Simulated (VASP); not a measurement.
Si: relaxation of shape and atoms at fixed volume with PBE

Crystal: Si.

```
Si
1.0
     3.27929    0.00000    0.00000
    -1.63965    2.83995    0.00000
     0.00000    0.00000    1.90611
Si
3
Direct
  0.00000 0.00000 0.00000
  0.33333 0.66667 0.50000
  0.66667 0.33333 0.50000
```

This isn't the form of Si at room conditions, which is diamond.

```yaml
Program: VASP 6.6.1
Task: relaxation of shape and atoms at fixed volume
Functional: PBE
Potentials_or_basis: VASP PAW PBE potentials, release 64 (Si)
Cutoff: 600 eV
k_mesh: 9 × 9 × 12
Occupations: fermi-dirac, width 0.1 eV
Spin: no spin polarisation
Dipole_correction: no
Further_INCAR_settings: ALGO = Normal; EDIFF = 1e-06; IBRION = 2; EDIFFG = -0.005; NSW = 50; ISIF = 4
```

* Energy gained by relaxing: 53.0 meV/atom
* Ionic steps: 17
* Pressure after relaxing: 560.2 GPa
* Band gap on the k mesh: zero (bands 6 and 7 overlap by 7.72 eV)

The path:
```csv
step,energy change (eV),largest force (eV/Å),pressure (GPa),volume (Å³)
1,0.0000,0.0000,562.56,17.75
2,1.3331,0.0000,583.93,17.75
3,-0.1591,0.0000,560.22,17.75
4,-0.1591,0.0000,560.22,17.75
5,-0.1591,0.0000,560.22,17.75
6,-0.1591,0.0000,560.22,17.75
7,-0.1591,0.0000,560.22,17.75
8,-0.1591,0.0000,560.22,17.75
9,-0.1591,0.0000,560.22,17.75
10,-0.1591,0.0000,560.22,17.75
11,-0.1591,0.0000,560.22,17.75
12,-0.1591,0.0000,560.22,17.75
13,-0.1591,0.0000,560.22,17.75
14,-0.1591,0.0000,560.23,17.75
15,-0.1591,0.0000,560.23,17.75
16,-0.1591,0.0000,560.23,17.75
17,-0.1591,0.0000,560.23,17.75
```

Final structure:
```
Si
1.0
     3.23389    0.00000    0.00000
    -1.61694    2.80063    0.00000
     0.00000    0.00000    1.96001
Si
3
Cartesian
  0.0000 0.0000 0.0000
  0.0000 1.8671 0.9800
  1.6169 0.9335 0.9800
```

Levels at points of the mesh, in eV from the Fermi level:
```
           k point  band 2  band 3  band 4  band 5  band 6  band 7  band 8  band 9  band 10
(0.00, 0.00, 0.00)   -9.53   -9.53   -9.50   -9.50   -4.54   -3.39   10.57   10.85    19.02
(0.00, 0.00, 0.50)  -16.05   -2.69   -2.69   -1.85   -1.85   -0.95   -0.95    0.14     0.14
```

Wall time 86 s on 1 thread of Intel Xeon 8259CL (shared host), peak memory 0.14 GiB.
